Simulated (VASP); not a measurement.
# GaAs3 (P-31m) in VASP: notebook

Runs on GaAs3. Level: PBE. Tasks: single point, relaxation of cell and atoms.

All numbers are computed with VASP 6.6.1; they aren't measurements. Logs are shortened: lines on timing, memory, paths and dates and some standing lists are left out, and cuts for length are marked.

**1. The cell of the first run**

The structure is trigonal, space group P-31m (No. 162). Conventional cell: a = 5.778 Å, b = 5.778 Å, c = 5.380 Å, α = 90.00°, β = 90.00°, γ = 120.00°. Ga (site symmetry 32) has 6 As at 2.49 Å and 3 Ga at 3.34 Å within 3.4 Å. Within 3.3 Å of As (site symmetry m) lie 2 Ga at 2.49 Å and 5 As at 3.00 to 3.24 Å.

The cell was built from a structure type or drawn by symmetry, and may not be a known phase.

**2. Single point, PBE**

INCAR

```
SYSTEM = GaAs3
  PREC = Accurate
  ENCUT = 520
  EDIFF = 1E-6
  ISMEAR = 0
  SIGMA = 0.1
  LREAL = .False.
  LASPH = .True.
  NELM = 80
  ALGO = Normal
  ISIF = 2
  LWAVE = .False.
  LCHARG = .False.
  GGA = PE
  NBANDS = 38
```

KPOINTS

```
Automatic mesh
0
Gamma
  3 3 4
  0 0 0
```

POSCAR

```
GaAs3
1.0
    5.7784933900      0.0000000000      0.0000000000
   -2.8892467000      5.0043220800      0.0000000000
    0.0000000000      0.0000000000      5.3797156800
Ga As
2 6
Direct
    0.3333333300      0.6666666700      0.5000000000
    0.6666666700      0.3333333300      0.5000000000
    0.3108499900      0.0000000000      0.2228000000
    0.0000000000      0.3108499900      0.2228000000
    0.6891500100      0.6891500100      0.2228000000
    0.0000000000      0.6891500100      0.7772000000
    0.6891500100      0.0000000000      0.7772000000
    0.3108499900      0.3108499900      0.7772000000
```

Potentials or basis: VASP PAW PBE potentials, release 64 (Ga_d, As).

Run with:

```bash
$ cat potpaw_PBE.64/Ga_d/POTCAR potpaw_PBE.64/As/POTCAR > POTCAR
$ mpirun -np 1 vasp_std > vasp.out
```

OUTCAR:

```text
SYSTEM = GaAs3
   PREC = Accurate
   ENCUT = 520
   EDIFF = 1E-6
   ISMEAR = 0
   LREAL = .False.
   LASPH = .True.
   NELM = 80
   ISIF = 2
   GGA = PE

 ion  position               nearest neighbor table
   1  0.333  0.667  0.500-   6 2.49   3 2.49   7 2.49   4 2.49   5 2.49   8 2.49
   2  0.667  0.333  0.500-   4 2.49   7 2.49   3 2.49   6 2.49   8 2.49   5 2.49
   3  0.311  0.000  0.223-   1 2.49   2 2.49
   4  0.000  0.311  0.223-   2 2.49   1 2.49
   5  0.689  0.689  0.223-   1 2.49   2 2.49
   6  0.000  0.689  0.777-   1 2.49   2 2.49
   7  0.689  0.000  0.777-   2 2.49   1 2.49
   8  0.311  0.311  0.777-   2 2.49   1 2.49

  LATTYP: Found a hexagonal cell.
 ALAT       =     5.7784933900
 C/A-ratio  =     0.9309893283

  Lattice vectors:

 A1 = (   5.7784933900,   0.0000000000,   0.0000000000)
 A2 = (  -2.8892467000,   5.0043220800,   0.0000000000)
 A3 = (   0.0000000000,   0.0000000000,   5.3797156800)

Analysis of symmetry for initial positions (statically):
=====================================================================
 Subroutine PRICEL returns:
 Original cell was already a primitive cell.

 Routine SETGRP: Setting up the symmetry group for a
 hexagonal supercell.

 Subroutine GETGRP returns: Found 12 space group operations
 (whereof 12 operations were pure point group operations)
 out of a pool of 24 trial point group operations.

The static configuration has the point symmetry D_3d.

Analysis of symmetry for dynamics (positions and initial velocities):
=====================================================================
 Subroutine PRICEL returns:
 Original cell was already a primitive cell.

 Routine SETGRP: Setting up the symmetry group for a
 hexagonal supercell.

 Subroutine GETGRP returns: Found 12 space group operations
 (whereof 12 operations were pure point group operations)
 out of a pool of 24 trial point group operations.

The dynamic configuration has the point symmetry D_3d.

 Subroutine INISYM returns: Found 12 space group operations
 (whereof 12 operations are pure point group operations),
 and found     1 'primitive' translations

[... 92 lines left out ...]
   LREAL  =      F    real-space projection
   EDIFFG = 0.1E-04   stopping-criterion for IOM
   NSW    =      0    number of steps for IOM
   IBRION =     -1    ionic relax: 0-MD 1-quasi-New 2-CG
   NFREE  =      0    steps in history (QN), initial steepest desc. (CG)
   ISIF   =      2    stress and relaxation
   ISYM   =      2    0-nonsym 1-usesym 2-fastsym
   POTIM  = 0.5000    time-step for ionic-motion
   TEBEG  =    0.0;   TEEND  =   0.0 temperature during run
   PSTRESS=    0.0 pullay stress
   NELECT =      56.0000    total number of electrons
   NUPDOWN=      -1.0000    fix difference up-down
   EMIN   =  10.00;   EMAX   =-10.00  energy-range for DOS
   EFERMI =   0.00;   METHOD = LEGACY
   ISMEAR =     0;   SIGMA  =   0.10  broadening in eV -4-tet -1-fermi 0-gaus
   EFERMI_NEDOS =   21; number of points for ismear=-14 and -15
   IALGO  =     38    algorithm
   IMIX   =      4    mixing-type and parameters
     AMIX     =   0.40;   BMIX     =  1.00
     AMIX_MAG =   1.60;   BMIX_MAG =  1.00
  volume/ion in A,a.u.               =      19.45       131.23
  Fermi-wavevector in a.u.,A,eV,Ry     =   1.164567  2.200712 18.452440  1.356216
  Thomas-Fermi vector in A             =   2.301103
   LORBIT       =      0    0 simple, 1 ext, 2 COOP (PROOUT), +10 PAW based schemes
   GGA     = PE    functional components
   LHFCALC =     F    Hartree Fock is set to
   AEXX    =    0.0000 exact exchange contribution
   IVDW    =     0    specifies the selected vdW correction
   LEPSILON=     F    determine dielectric tensor
   LRPA    =     F    only Hartree local field effects (RPA)
 non-spin polarized calculation
 Gauss-broadening in eV      SIGMA  =   0.10
  energy-cutoff  :      520.00
  volume of cell :      155.57
 maximum number of plane-waves:      4208
 NGX is ok and might be reduce to    48
   NGX = 21   NGY = 21   NGZ = 21

 number of electron      56.0000004 magnetization

 Free energy of the ion-electron system (eV)
  ---------------------------------------------------
  ext. energy  EPLUGINS =         0.00000000
  ---------------------------------------------------
  free energy    TOTEN  =       -30.22016537 eV

  energy without entropy =      -30.20008333  energy(sigma->0) =      -30.21012435

 E-fermi :   5.5865     XC(G=0): -10.6016

 val. band max:        5.4643559373   @ k =   0.0000   0.0000   0.2500
 cond. band min:       5.5912867621   @ k =   0.3333   0.3333   0.5000
 fundamental gap:      0.1269308247
 Fermi energy:         5.5864656692

 k-point     1 :       0.0000    0.0000    0.0000
  band No.  band energies     occupation
      1      -9.4470      2.00000
      2      -9.4470      2.00000
      3      -9.3765      2.00000
      4      -9.3765      2.00000
      5      -9.2671      2.00000
      6      -9.2549      2.00000
[... 399 lines left out ...]
     37      10.7111      0.00000
     38      11.6262      0.00000

------------------------ aborting loop because EDIFF is reached ----------------------------------------

  FORCE on cell =-STRESS in cart. coord.  units (eV):
  Direction    XX          YY          ZZ          XY          YZ          ZX
  --------------------------------------------------------------------------------------
  -------------------------------------------------------------------------------------
  Total        8.4749177      8.4749177      1.7530017     -0.0000000      0.0000000      0.0000000
  in kB       87.2824387     87.2824390     18.0540123     -0.0000001      0.0000000      0.0000000
  external PRESSURE =      64.2062966 kB  Pullay stress =       0.0000000 kB

 VOLUME and BASIS-vectors are now :
 -----------------------------------------------------------------------------
  energy-cutoff  :      520.00
  volume of cell :      155.57
      direct lattice vectors                 reciprocal lattice vectors
     5.778493390  0.000000000  0.000000000     0.173055489  0.099913633  0.000000000
    -2.889246700  5.004322080  0.000000000     0.000000000  0.199827266  0.000000000
     0.000000000  0.000000000  5.379715680     0.000000000  0.000000000  0.185883429

 POSITION                                       TOTAL-FORCE (eV/Angst)
 -----------------------------------------------------------------------------------
     -0.00000      3.33621      2.68986         0.000000     -0.000000      0.000000
      2.88925      1.66811      2.68986        -0.000000     -0.000000      0.000000
      1.79624      0.00000      1.19860        -0.920852     -0.000000     -0.958651
     -0.89812      1.55559      1.19860         0.460426     -0.797481     -0.958651
      1.99112      3.44873      1.19860         0.460426      0.797481     -0.958651
     -1.99112      3.44873      4.18112        -0.460426      0.797481      0.958651
      3.98225      0.00000      4.18112         0.920852     -0.000000      0.958651
      0.89812      1.55559      4.18112        -0.460426     -0.797481      0.958651
 -----------------------------------------------------------------------------------
    total drift:                                0.000000      0.000000      0.000000

  FREE ENERGIE OF THE ION-ELECTRON SYSTEM (eV)
  ---------------------------------------------------
  free  energy   TOTEN  =       -30.2201653749 eV

  energy  without entropy=      -30.2000833282  energy(sigma->0) =      -30.21012435
```

OSZICAR:

```text
N       E                     dE             d eps       ncg     rms          rms(c)
DAV:   1     0.465121542968E+03    0.46512E+03   -0.23998E+04   822   0.179E+03
DAV:   2     0.371577423086E+02   -0.42796E+03   -0.40991E+03   838   0.509E+02
DAV:   3    -0.269756069774E+02   -0.64133E+02   -0.61747E+02   904   0.137E+02
DAV:   4    -0.303098410404E+02   -0.33342E+01   -0.32713E+01   900   0.323E+01
DAV:   5    -0.303806674601E+02   -0.70826E-01   -0.70702E-01   890   0.479E+00    0.539E+00
DAV:   6    -0.302436443716E+02    0.13702E+00   -0.29637E-01   988   0.379E+00    0.307E+00
DAV:   7    -0.302199691448E+02    0.23675E-01   -0.14848E-01   998   0.265E+00    0.605E-01
DAV:   8    -0.302200953612E+02   -0.12622E-03   -0.33806E-02   874   0.107E+00    0.165E-01
DAV:   9    -0.302201918804E+02   -0.96519E-04   -0.14787E-03   948   0.233E-01    0.695E-02
DAV:  10    -0.302201649774E+02    0.26903E-04   -0.18309E-04  1012   0.120E-01    0.194E-02
DAV:  11    -0.302201661262E+02   -0.11488E-05   -0.40907E-05  1010   0.347E-02    0.740E-03
DAV:  12    -0.302201653749E+02    0.75128E-06   -0.87066E-06   814   0.151E-02
   1 F= -.30220165E+02 E0= -.30210124E+02  d E =-.200820E-01
```

stdout:

```text
POSCAR found type information on POSCAR GaAs
 POSCAR found :  2 types and       8 ions
 scaLAPACK will be used
 LDA part: xc-table for (Slater+PW92), standard interpolation
 POSCAR, INCAR and KPOINTS ok, starting setup
 FFT: planning ... GRIDC
 FFT: planning ... GRID_SOFT
 FFT: planning ... GRID
 WAVECAR not read
 entering main loop
```

Wall time 27 s (1 thread of Intel Xeon 6975P-C (Granite Rapids), shared host); peak memory 0.3 GiB.

What came out:

- Free energy: -30.2202 eV
- Pressure: 6.4 GPa
- Largest force: 1.329 eV/Å
- Band gap on the k mesh: zero (bands 28 and 29 overlap by 3.46 eV)

Forces on the atoms (eV/Å):
```
Ga   0.000  0.000  0.000
Ga   0.000  0.000  0.000
As  -0.921  0.000 -0.959
As   0.460 -0.797 -0.959
As   0.460  0.797 -0.959
As  -0.460  0.797  0.959
As   0.921  0.000  0.959
As  -0.460 -0.797  0.959
```

Stress tensor (GPa, compression positive):
```
8.73 0.00 0.00
0.00 8.73 0.00
0.00 0.00 1.81
```

Levels at points of the mesh, in eV from the Fermi level:
```csv
k point,band 24,band 25,band 26,band 27,band 28,band 29,band 30,band 31
"(0.00, 0.00, 0.00)",-2.59,-2.21,-1.75,-1.75,-1.70,-1.70,1.39,2.13
"(0.00, 0.00, 0.50)",-4.07,-2.15,-1.39,1.76,1.76,1.81,1.81,2.32
```

Caveat: the k points lie up to 0.42 Å⁻¹ apart, too coarse for converged energies and pressures of a metal; forces of over 1 eV/Å act on the atoms, so gaps and moduli don't describe the material at rest.

[end of part 1 of 2]
